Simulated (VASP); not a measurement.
A run of VASP 6.6.1 is set up as follows.

INCAR

```
ALGO     = Normal         # electronic algorithm
EDIFF    = 1E-6           # SCF threshold, eV
ENCUT    = 520            # plane-wave cutoff, eV
GGA      = PE             # functional
ISIF     = 2              # what is computed and relaxed
ISMEAR   = 0              # smearing method
ISPIN    = 2              # spin polarisation
LASPH    = True           # aspherical terms in the spheres
LCHARG   = False          # write CHGCAR
LDAU     = True           # DFT+U
LDAUJ    = 0 0          
LDAUL    = 2 -1           # shell
LDAUPRINT= 1            
LDAUTYPE = 2            
LDAUU    = 4.38 0         # U, eV
LMAXMIX  = 4              # l up to which the mixer works
LORBIT   = 11             # projections on sites
LREAL    = False          # projectors in reciprocal space
LWAVE    = False          # write WAVECAR
MAGMOM   = 2 0            # initial moments
NBANDS   = 21             # bands
NELM     = 150            # most SCF steps
PREC     = Accurate       # precision mode
SIGMA    = 0.1            # smearing width, eV
```

The input KPOINTS:

```
k-points
0
Gamma
  14 14 14
```

Contents of POSCAR:

```
MoS
1.0
    0.0000000000      2.6622876354      2.6622876354
    2.6622876354      0.0000000000      2.6622876354
    2.6622876354      2.6622876354      0.0000000000
Mo S
1 1
Direct
    0.0000000000      0.0000000000      0.0000000000
    0.5000000000      0.5000000000      0.5000000000
```

Potentials or basis: VASP PAW PBE potentials, release 64 (Mo_sv, S).

The run is started by

```bash
$ cat potpaw_PBE.64/Mo_sv/POTCAR potpaw_PBE.64/S/POTCAR > POTCAR
$ mpirun -np 1 vasp_std > vasp.out
```

What does it give for the pressure?

2.4 GPa.

Estimate the site moments.

Mo +3.36; S -0.06 μB.

Estimate the net moment.

3.72 μB per cell.

Eigenvalues of the final occupation matrices:
```tsv
site	spin	trace	eigenvalues
site 1 d	1	3.63	0.53 0.53 0.85 0.85 0.85
site 1 d	2	0.33	0.04 0.04 0.04 0.10 0.10
```

The state reached can hang on the start; a lower one may exist.
